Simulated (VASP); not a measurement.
Here is a VASP 6.6.1 calculation.

Contents of INCAR:

```
PREC     = Accurate       # precision mode
ENCUT    = 520            # plane-wave cutoff, eV
EDIFF    = 1E-6           # SCF threshold, eV
ISMEAR   = -1             # smearing method
SIGMA    = 0.1            # smearing width, eV
LREAL    = F              # projectors in reciprocal space
LASPH    = T              # aspherical terms in the spheres
NELM     = 150            # most SCF steps
ALGO     = Normal         # electronic algorithm
ISIF     = 2              # what is computed and relaxed
LWAVE    = F              # write WAVECAR
LCHARG   = F              # write CHGCAR
ISPIN    = 2              # spin polarisation
MAGMOM   = 2.5 2.5        # initial moments
LORBIT   = 11             # projections on sites
LMAXMIX  = 4              # l up to which the mixer works
GGA      = CA             # functional
NBANDS   = 20             # bands
```

The input KPOINTS:

```
Automatic mesh
0
Gamma
  12 12 7
```

The input POSCAR:

```
Co
1.0
    2.4268918462      0.0000000000      0.0000000000
   -1.2134459231      2.1017499911      0.0000000000
    0.0000000000      0.0000000000      3.9176267386
Co
2
Direct
    0.3333333333      0.6666666667      0.2500000000
    0.6666666667      0.3333333333      0.7500000000
```

Potentials or basis: VASP PAW LDA potentials, release 64 (Co).

Launch:

```console
$ cat potpaw_LDA.64/Co/POTCAR > POTCAR
$ mpirun -np 1 vasp_std > vasp.out
```

(1) Estimate the pressure.

(2) Estimate the net moment.

(3) What does it give for the site moments?

Answers

(1) -1.5 GPa.

(2) 2.84 μB per cell.

(3) Co +1.41 μB.
